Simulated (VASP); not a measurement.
Here is a VASP 6.6.1 calculation.

The input INCAR:

```
SYSTEM = Na4H
PREC = Accurate ; ENCUT = 400
EDIFF = 1E-6 ; ISMEAR = 0
SIGMA = 0.1 ; LREAL = .False.
LASPH = .True. ; NELM = 120
ALGO = Normal ; ISIF = 2
LWAVE = .False. ; LCHARG = .True.
LDIPOL = .True. ; IDIPOL = 3
DIPOL = 0.5 0.5 0.295 ; GGA = PE
LELF = .True. ; LVHAR = .True.
LVACPOTAV = .True. ; NBANDS = 40
GGA_COMPAT = .False. ; NELMDL = -8
```

The input KPOINTS:

```
Automatic mesh
0
Gamma
  4 4 1
  0 0 0
```

File POSCAR:

```
Na4H
1.0
    7.2665054626      0.0000000000      0.0000000000
   -2.4221684875      6.8509270508      0.0000000000
    0.0000000000      0.0000000000     20.9665384335
Na H
8 2
Direct
    0.2500000000      0.2500000000      0.1907801811
    0.2500000000      0.7500000000      0.1907801811
    0.7500000000      0.2500000000      0.1907801811
    0.7500000000      0.7500000000      0.1907801811
    0.0000000000      0.0000000000      0.3322693660
    0.0000000000      0.5000000000      0.3322693660
    0.5000000000      0.0000000000      0.3322693660
    0.5000000000      0.5000000000      0.3322693660
    0.1219409038      0.3333333333      0.4300442089
    0.2113924295      0.3333333333      0.4300442089
```

Potentials or basis: VASP PAW PBE potentials, release 64 (Na_pv, H).

Command:

```console
$ cat potpaw_PBE.64/Na_pv/POTCAR potpaw_PBE.64/H/POTCAR > POTCAR
$ mpirun -np 1 vasp_std > vasp.out
```

Question: What does it give for the largest force?

Answer: 4.944 eV/Å.

Question: Predict the band gap on the k mesh.

Answer: Zero (bands 29 and 30 overlap by 0.72 eV).

Forces on the atoms (eV/Å):
```
Na   0.008 -0.004  0.013
Na   0.000  0.006  0.010
Na  -0.006 -0.002  0.006
Na  -0.001 -0.001 -0.009
Na  -0.008 -0.106 -0.077
Na  -0.108  0.085 -0.124
Na   0.012  0.000 -0.016
Na   0.116  0.055 -0.099
H   -4.941 -0.016  0.180
H    4.928 -0.018  0.116
```
